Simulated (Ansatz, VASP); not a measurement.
## Ge in VASP and in Ansatz

File INCAR:

```
  PREC = Accurate
  ENCUT = 520
  EDIFF = 1E-6
  ISMEAR = 0
  SIGMA = 0.15
  LREAL = F
  LASPH = T
  NELM = 60
  ALGO = Fast
  ISIF = 2
  LWAVE = F
  LCHARG = F
  NBANDS = 66
```

Contents of KPOINTS:

```
regular mesh
0
Gamma
  9 9 9
```

Contents of POSCAR:

```
Ge
1.0
    4.8313000000      2.7893523555      1.9825333333
   -4.8313000000      2.7893523555      1.9825333333
    0.0000000000     -5.5787047111      1.9825333333
Ge
8
Direct
    0.7160372198      0.7160372198      0.7160372198
    0.2839627802      0.2839627802      0.2839627802
    0.0289443365      0.7253625346      0.5322921793
    0.5322921793      0.0289443365      0.7253625346
    0.7253625346      0.5322921793      0.0289443365
    0.9710556635      0.2746374654      0.4677078207
    0.4677078207      0.9710556635      0.2746374654
    0.2746374654      0.4677078207      0.9710556635
```

Input for Ansatz:

```yaml
crystal:
  lattice:
    - [4.8313, 2.7893523555, 1.9825333333]
    - [-4.8313, 2.7893523555, 1.9825333333]
    - [0.0, -5.5787047111, 1.9825333333]
  atoms:
    - { symbol: Ge, position: [0.7160372198, 0.7160372198, 0.7160372198] }
    - { symbol: Ge, position: [0.2839627802, 0.2839627802, 0.2839627802] }
    - { symbol: Ge, position: [0.0289443365, 0.7253625346, 0.5322921793] }
    - { symbol: Ge, position: [0.5322921793, 0.0289443365, 0.7253625346] }
    - { symbol: Ge, position: [0.7253625346, 0.5322921793, 0.0289443365] }
    - { symbol: Ge, position: [0.9710556635, 0.2746374654, 0.4677078207] }
    - { symbol: Ge, position: [0.4677078207, 0.9710556635, 0.2746374654] }
    - { symbol: Ge, position: [0.2746374654, 0.4677078207, 0.9710556635] }
basis:
  ecutwfc: 420
kpoints:
  mp_grid: { grid: [9, 9, 9] }
hamiltonian:
  xc: lda
  pseudopotentials: { kind: paw, azcp: { folder: soft_1 } }
scf:
  occupations: { method: gaussian, width: 0.15 }
output:
  forces: true
  stress: true
  eigenvalues: true
```

Alike in both runs: task single point; functional LDA; k mesh 9 × 9 × 9; occupations gaussian, width 0.15 eV; no spin polarisation.

|  | VASP | Ansatz |
| --- | --- | --- |
| version | VASP 6.6.1 | Ansatz 0.2.0 |
| potentials or method | VASP PAW LDA potentials, release 64 (Ge_d), cutoff 520 eV | scalar-relativistic, plane waves, PAW |
| valence electrons in the cell | 112 | 112 |

|  | VASP | Ansatz | Ansatz less VASP |
| --- | --- | --- | --- |
| gap on the k mesh at the Fermi level (eV) | none | none | - |
| pressure (GPa) | -0.1 | -0.1 | -0.04 |
| traceless stress, the component that is largest in VASP (GPa) | -3.25 | -3.23 | +0.027 |
| rms of the force components (eV/Å) | 0.137 | 0.136 | -0.0013 |

Ansatz warns that its potentials were made for another functional, while VASP's fit it. LDA's correlation is that of Perdew and Zunger in VASP and of Perdew and Wang (1992) in Ansatz. Atom by atom the forces differ by 0.004 eV/Å (rms over components). A gap of «none» marks a metal or a gap that the smearing closes.
